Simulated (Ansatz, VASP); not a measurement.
Mg: VASP beside Ansatz

```
Mg
1.0
     0.00000    2.27948    2.27890
     2.22538    0.00000    2.27890
     2.22538    2.27948    0.00000
Mg
1
Direct
  0.00000 0.00000 0.00000
```

Alike in both runs: functional PBE; k mesh 22 × 22 × 22; occupations gaussian, width 0.1 eV; no spin polarisation.

Ansatz relaxed the structure, and its values are those at the end. VASP's run is a single point on that final structure, the one shown.

|  | VASP | Ansatz |
| --- | --- | --- |
| version | VASP 6.6.1 | Ansatz 0.2.0 |
| potentials or method | VASP PAW PBE potentials, release 64 (Mg), cutoff 520 eV | scalar-relativistic, plane waves, PAW |
| valence electrons in the cell | 2 | 10 |

VASP gave:

| Property | Result |
| --- | --- |
| gap on the k mesh at the Fermi level (eV) | none |
| pressure (GPa) | -0.1 |

Q: What did Ansatz give for the same quantities?

A: gap on the k mesh at the Fermi level (eV): none; pressure (GPa): 0.0.

A gap of «none» marks a metal or a gap that the smearing closes. VASP's potentials hold 2 valence electrons a cell and Ansatz's 10, so a difference there can come from the potentials and not from the codes.
